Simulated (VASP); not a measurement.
# TiH2 (I4/mmm) in VASP: electric field gradients with r2SCAN

Aim: the electric field gradients of TiH2 with r2SCAN.

Program: VASP 6.6.1. These are calculated values, not measurements. Logs are shortened: lines on timing, memory, paths and dates and some standing lists are left out, and cuts for length are marked.

**1. The cell of the first run**

Symmetry: I4/mmm, No. 139, tetragonal system. The conventional cell has a = 3.193 Å, b = 3.193 Å, c = 4.267 Å, α = 90.00°, β = 90.00°, γ = 90.00°. Within 2.5 Å of Ti (site symmetry 4/mmm) lie 8 H at 1.92 Å. Within 2.5 Å of H (site symmetry -4m2) lie 4 Ti at 1.92 Å and 6 H at 2.13 to 2.26 Å.

**2. Electric field gradients, r2SCAN**

Input file POSCAR:

```
TiH2
1.0
   -1.5965000000      1.5965000000      2.1335000000
    1.5965000000     -1.5965000000      2.1335000000
    1.5965000000      1.5965000000     -2.1335000000
Ti H
1 2
Direct
    0.0000000000      0.0000000000      0.0000000000
    0.7500000000      0.2500000000      0.5000000000
    0.2500000000      0.7500000000      0.5000000000
```

Input file INCAR.step1:

```
SYSTEM = TiH2
ALGO = Normal
EDIFF = 1E-4
ENCUT = 520
GGA = PE
ISMEAR = 0
LASPH = .True.
LCHARG = .False.
LREAL = .False.
LWAVE = .True.
NBANDS = 14
NELM = 100
PREC = Accurate
SIGMA = 0.1
```

Input file INCAR.step2:

```
SYSTEM = TiH2
ALGO = Normal
EDIFF = 1E-8
ENCUT = 520
ISIF = 2
ISMEAR = 0
ISTART = 1
LASPH = .True.
LCHARG = .False.
LEFG = .True.
LMIXTAU = .True.
LREAL = .False.
LWAVE = .False.
METAGGA = R2SCAN
NBANDS = 14
NELM = 100
PREC = Accurate
SIGMA = 0.1
```

Input file KPOINTS:

```
k-points
0
Gamma
  20 20 20
  0 0 0
```

Potentials or basis: VASP PAW PBE potentials, release 64 (Ti_sv, H).

Started as:

```bash
$ cat potpaw_PBE.64/Ti_sv/POTCAR potpaw_PBE.64/H/POTCAR > POTCAR
$ cp INCAR.step1 INCAR
$ mpirun -np 1 vasp_std > vasp.out
$ cp INCAR.step2 INCAR
$ mpirun -np 1 vasp_std > vasp.out
```

OUTCAR:

```text
SYSTEM = TiH2
   EDIFF = 1E-8
   ENCUT = 520
   ISIF = 2
   ISMEAR = 0
   ISTART = 1
   LASPH = .True.
   LREAL = .False.
   METAGGA = R2SCAN
   NELM = 100
   PREC = Accurate

 ion  position               nearest neighbor table
   1  0.000  0.000  0.000-
   2  0.750  0.250  0.500-
   3  0.250  0.750  0.500-

  LATTYP: Found a body centered tetragonal cell.
 ALAT       =     3.1930000000
 C/A-ratio  =     1.3363607892

  Lattice vectors:

 A1 = (  -1.5965000000,   1.5965000000,   2.1335000000)
 A2 = (   1.5965000000,  -1.5965000000,   2.1335000000)
 A3 = (   1.5965000000,   1.5965000000,  -2.1335000000)

Analysis of symmetry for initial positions (statically):
=====================================================================
 Subroutine PRICEL returns:
 Original cell was already a primitive cell.

 Routine SETGRP: Setting up the symmetry group for a
 body centered tetragonal supercell.

 Subroutine GETGRP returns: Found 16 space group operations
 (whereof 16 operations were pure point group operations)
 out of a pool of 16 trial point group operations.

The static configuration has the point symmetry D_4h.

Analysis of symmetry for dynamics (positions and initial velocities):
=====================================================================
 Subroutine PRICEL returns:
 Original cell was already a primitive cell.

 Routine SETGRP: Setting up the symmetry group for a
 body centered tetragonal supercell.

 Subroutine GETGRP returns: Found 16 space group operations
 (whereof 16 operations were pure point group operations)
 out of a pool of 16 trial point group operations.

The dynamic configuration has the point symmetry D_4h.

 Subroutine INISYM returns: Found 16 space group operations
 (whereof 16 operations are pure point group operations),
 and found     1 'primitive' translations

----------------------------------------------------------------------------------------

                                     Primitive cell

  volume of cell :      21.7516

  direct lattice vectors                    reciprocal lattice vectors
    -1.596500000  1.596500000  2.133500000     0.000000000  0.313185092  0.234356691
     1.596500000 -1.596500000  2.133500000     0.313185092  0.000000000  0.234356691
     1.596500000  1.596500000 -2.133500000     0.313185092  0.313185092  0.000000000

  length of vectors
     3.106355863  3.106355863  3.106355863     0.391162320  0.391162320  0.442910605

  position of ions in fractional coordinates (direct lattice)
     0.000000000  0.000000000  0.000000000
     0.750000000  0.250000000  0.500000000
     0.250000000  0.750000000  0.500000000

  ion indices of the primitive-cell ions
   primitive index   ion index
                 1           1
                 2           2
                 3           3

----------------------------------------------------------------------------------------

 KPOINTS: k-points

Automatic generation of k-mesh.
 Grid dimensions read from file:
 generate k-points for:   20   20   20

 Generating k-lattice:

  Cartesian coordinates                     Fractional coordinates (reciprocal lattice)
     0.000000000  0.015659255  0.011717835     0.050000000  0.000000000  0.000000000
     0.015659255  0.000000000  0.011717835     0.000000000  0.050000000  0.000000000
     0.015659255  0.015659255  0.000000000     0.000000000  0.000000000  0.050000000

  Length of vectors
     0.019558116  0.019558116  0.022145530

  Shift w.r.t. Gamma in fractional coordinates (k-lattice)
     0.000000000  0.000000000  0.000000000

 Subroutine IBZKPT returns following result:
 ===========================================

 Found    641 irreducible k-points:

 Following reciprocal coordinates:
            Coordinates               Weight
  0.000000  0.000000  0.000000      1.000000
  0.050000  0.000000 -0.000000      8.000000
  0.100000  0.000000 -0.000000      8.000000
  0.150000  0.000000 -0.000000      8.000000
  0.200000  0.000000 -0.000000      8.000000
  0.250000  0.000000 -0.000000      8.000000
[... 16 lines left out ...]
 -0.400000  0.050000  0.000000     16.000000
 -0.350000  0.050000  0.000000     16.000000
 [... further k-points ...]
   k-points           NKPTS =    641   k-points in BZ     NKDIM =    641   number of bands    NBANDS=     14
   number of dos      NEDOS =    301   number of ions     NIONS =      3
   total plane-waves  NPLWV =  13824
   dimension x,y,z NGX =    24 NGY =   24 NGZ =   24
   dimension x,y,z NGXF=    48 NGYF=   48 NGZF=   48
   ions per type =               1   2
   NGX,Y,Z   is equivalent  to a cutoff of  12.84, 12.84, 12.84 a.u.
   NGXF,Y,Z  is equivalent  to a cutoff of  25.69, 25.69, 25.69 a.u.
 SYSTEM =  TiH2
   PREC   = accura    normal or accurate (medium, high low for compatibility)
   ISTART =      1    job   : 0-new  1-cont  2-samecut
   ICHARG =      0    charge: 1-file 2-atom 10-const
   ISPIN  =      1    spin polarized calculation?
   LNONCOLLINEAR =      F non collinear calculations
   LSORBIT =      F    spin-orbit coupling
   LASPH  =      T    aspherical Exc in radial PAW
   ENCUT  =  520.0 eV  38.22 Ry    6.18 a.u.   5.78  5.78  5.78*2*pi/ulx,y,z
   NELM   =    100;   NELMIN=  2; NELMDL=  0     # of ELM steps
   EDIFF  = 0.1E-07   stopping-criterion for ELM
   LREAL  =      F    real-space projection
   EDIFFG = 0.1E-06   stopping-criterion for IOM
   NSW    =      0    number of steps for IOM
   IBRION =     -1    ionic relax: 0-MD 1-quasi-New 2-CG
   NFREE  =      0    steps in history (QN), initial steepest desc. (CG)
   ISIF   =      2    stress and relaxation
   ISYM   =      2    0-nonsym 1-usesym 2-fastsym
   POTIM  = 0.5000    time-step for ionic-motion
   TEBEG  =    0.0;   TEEND  =   0.0 temperature during run
   PSTRESS=    0.0 pullay stress
   NELECT =      14.0000    total number of electrons
   NUPDOWN=      -1.0000    fix difference up-down
   EMIN   =  10.00;   EMAX   =-10.00  energy-range for DOS
   EFERMI =   0.00;   METHOD = LEGACY
   ISMEAR =     0;   SIGMA  =   0.10  broadening in eV -4-tet -1-fermi 0-gaus
   EFERMI_NEDOS =   21; number of points for ismear=-14 and -15
   IALGO  =     38    algorithm
   IMIX   =      4    mixing-type and parameters
     AMIX     =   0.40;   BMIX     =  1.00
     AMIX_MAG =   1.60;   BMIX_MAG =  1.00
  volume/ion in A,a.u.               =       7.25        48.93
  Fermi-wavevector in a.u.,A,eV,Ry     =   1.413472  2.671076 27.183139  1.997904
  Thomas-Fermi vector in A             =   2.535114
   LORBIT       =      0    0 simple, 1 ext, 2 COOP (PROOUT), +10 PAW based schemes
   METAGGA = R2SCAN    functional components
   LHFCALC =     F    Hartree Fock is set to
   AEXX    =    0.0000 exact exchange contribution
   IVDW    =     0    specifies the selected vdW correction
   LEPSILON=     F    determine dielectric tensor
   LRPA    =     F    only Hartree local field effects (RPA)
 non-spin polarized calculation
 Gauss-broadening in eV      SIGMA  =   0.10
  energy-cutoff  :      520.00
  volume of cell :       21.75
 maximum number of plane-waves:       600
   NGX = 11   NGY = 11   NGZ = 11

 number of electron      14.0000000 magnetization

 Free energy of the ion-electron system (eV)
  ---------------------------------------------------
  ext. energy  EPLUGINS =         0.00000000
  ---------------------------------------------------
  free energy    TOTEN  =       -21.49163840 eV

  energy without entropy =      -21.48594567  energy(sigma->0) =      -21.48879204

 E-fermi :   7.8952     XC(G=0): -12.3377

 val. band max:        7.8916380193   @ k =  -0.2000  -0.3000   0.2000
 cond. band min:       7.8956045255   @ k =  -0.1000   0.4500   0.0500
 fundamental gap:      0.0039665061
 Fermi energy:         7.8952209148

 k-point     1 :       0.0000    0.0000    0.0000
  band No.  band energies     occupation
      1     -51.8495      2.00000
      2     -26.8817      2.00000
      3     -26.8817      2.00000
      4     -26.8671      2.00000
      5      -3.3193      2.00000
      6       7.5101      2.00000
      7       7.5101      2.00000
      8       7.9004      0.94165
      9       8.0799      0.00902
     10       9.1721      0.00000
     11       9.6611      0.00000
     12      22.6245      0.00000
     13      24.1548      0.00000
     14      24.1548      0.00000
[... 377 lines left out ...]
      1     -51.8051      2.00000
      2     -27.1794      2.00000
      3     -26.9319      2.00000
      4     -26.9048      2.00000
      5      -0.9748      2.00000
      6       2.9407      2.00000
      7       7.6270      1.99985
      8       8.1296      0.00092
      9       9.5900      0.00000
     10       9.8968      0.00000
     11      13.1480      0.00000
     12      16.1154      0.00000
     13      20.5792      0.00000
     14      22.4260      0.00000

 [... further k-points ...]
[... 5 lines left out ...]
  --------------------------------------------------------------------------------------
  -------------------------------------------------------------------------------------
  Total       -0.2543555     -0.2543555     -0.4495840      0.0000000     -0.0000000      0.0000000
  in kB      -18.7353235    -18.7353235    -33.1154699      0.0000000     -0.0000000      0.0000000
  external PRESSURE =     -23.5287056 kB  Pullay stress =       0.0000000 kB

 VOLUME and BASIS-vectors are now :
 -----------------------------------------------------------------------------
  energy-cutoff  :      520.00
  volume of cell :       21.75
      direct lattice vectors                 reciprocal lattice vectors
    -1.596500000  1.596500000  2.133500000     0.000000000  0.313185092  0.234356691
     1.596500000 -1.596500000  2.133500000     0.313185092  0.000000000  0.234356691
     1.596500000  1.596500000 -2.133500000     0.313185092  0.313185092  0.000000000

 POSITION                                       TOTAL-FORCE (eV/Angst)
 -----------------------------------------------------------------------------------
      0.00000      0.00000      0.00000         0.000000     -0.000000      0.000000
     -0.00000      1.59650      1.06675         0.000000      0.000000      0.000000
      1.59650     -0.00000      1.06675        -0.000000      0.000000     -0.000000
 -----------------------------------------------------------------------------------
    total drift:                                0.000000      0.000000      0.000000

  FREE ENERGIE OF THE ION-ELECTRON SYSTEM (eV)
  ---------------------------------------------------
  free  energy   TOTEN  =       -21.4916383997 eV

  energy  without entropy=      -21.4859456728  energy(sigma->0) =      -21.48879204

 Electric field gradients (V/A^2)
---------------------------------------------------------------------
 ion       V_xx      V_yy      V_zz      V_xy      V_xz      V_yz
---------------------------------------------------------------------
   1       1.005     1.005    -2.009    -0.001    -0.001    -0.001
   2      -0.075    -0.075     0.149    -0.000    -0.000    -0.000
   3      -0.075    -0.075     0.149    -0.000    -0.000    -0.000
---------------------------------------------------------------------

 Electric field gradients after diagonalization (V/A^2)
 (convention: |V_zz| > |V_xx| > |V_yy|)
----------------------------------------------------------------------
 ion       V_xx      V_yy      V_zz     asymmetry (V_yy - V_xx)/ V_zz
----------------------------------------------------------------------
   1       1.006     1.003    -2.009       0.001
   2      -0.075    -0.074     0.149       0.005
   3      -0.075    -0.074     0.149       0.005
----------------------------------------------------------------------

           NMR quadrupolar parameters

 Cq : quadrupolar parameter    Cq=e*Q*V_zz/h
 eta: asymmetry parameters     (V_yy - V_xx)/ V_zz
 Q  : nuclear electric quadrupole moment in mb (millibarn)
----------------------------------------------------------------------
 ion       Cq(MHz)       eta       Q (mb)
----------------------------------------------------------------------
   1      -0.005       0.001       1.000
   2       0.000       0.005       1.000
   3       0.000       0.005       1.000
----------------------------------------------------------------------
```

It took 6.3 min on 1 thread of Intel Xeon Platinum 8488C (Sapphire Rapids), shared host; peak memory 0.31 GiB.

Results:

| Property | Result |
| --- | --- |
| Free energy | -21.4916 eV |
| Pressure | -2.4 GPa |
| Band gap on the k mesh | zero (band 7 reaches 8.17 eV, above the bottom of band 8 at 7.55 eV) |

Stress tensor (GPa, compression positive):
```
-1.87  0.00  0.00
 0.00 -1.87  0.00
 0.00  0.00 -3.31
```

Electric field gradients, principal values (V/Å²):
```csv
atom,least,middle,greatest (by size)
1 Ti,1.003,1.006,-2.009
2 H,-0.074,-0.075,0.149
3 H,-0.074,-0.075,0.149
```

Caveat: without QUAD_EFG the Cq values of the log hold for a quadrupole moment of 1 mb, not for the nuclei; the PAW data sets were made with another functional, which shifts forces and pressure a little.
